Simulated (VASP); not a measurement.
Here is a VASP 6.6.1 calculation.

The input POSCAR:

```
Br
1.0
    1.8077067023      1.8077067023      1.8077067023
   -1.8077067023      1.8077067023      1.8077067023
   -1.8077067023     -1.8077067023      1.8077067023
Br
1
Direct
    0.0000000000      0.0000000000      0.0000000000
```

File INCAR.step1:

```
ALGO     = Normal         # electronic algorithm
EDIFF    = 1E-4           # SCF threshold, eV
ENCUT    = 520            # plane-wave cutoff, eV
GGA      = PE             # functional
ISMEAR   = -1             # smearing method
LASPH    = T              # aspherical terms in the spheres
LCHARG   = F              # write CHGCAR
LREAL    = F              # projectors in reciprocal space
LWAVE    = T              # write WAVECAR
NBANDS   = 10             # bands
NELM     = 60             # most SCF steps
PREC     = Accurate       # precision mode
SIGMA    = 0.02           # smearing width, eV
```

File INCAR.step2:

```
ALGO     = Normal         # electronic algorithm
EDIFF    = 1E-6           # SCF threshold, eV
ENCUT    = 520            # plane-wave cutoff, eV
ISIF     = 2              # what is computed and relaxed
ISMEAR   = -1             # smearing method
ISTART   = 1            
LASPH    = T              # aspherical terms in the spheres
LCHARG   = T              # write CHGCAR
LELF     = T              # ELF
LMIXTAU  = T            
LREAL    = F              # projectors in reciprocal space
LVHAR    = T            
LWAVE    = F              # write WAVECAR
METAGGA  = R2SCAN         # meta-GGA
NBANDS   = 10             # bands
NELM     = 60             # most SCF steps
PREC     = Accurate       # precision mode
SIGMA    = 0.02           # smearing width, eV
```

File KPOINTS:

```
k-points
0
Gamma
  8 8 8
```

Potentials or basis: VASP PAW PBE potentials, release 64 (Br).

Launch:

```bash
$ cat potpaw_PBE.64/Br/POTCAR > POTCAR
$ cp INCAR.step1 INCAR
$ mpirun -np 1 vasp_std > vasp.out
$ cp INCAR.step2 INCAR
$ mpirun -np 1 vasp_std > vasp.out
```

Task: Predict the pressure.

Result: 4.9 GPa.

Caveat: the PAW data sets were made with another functional, which shifts forces and pressure a little; an odd number of electrons without spin polarisation forces a metal; a magnetic or distorted state may lie lower.
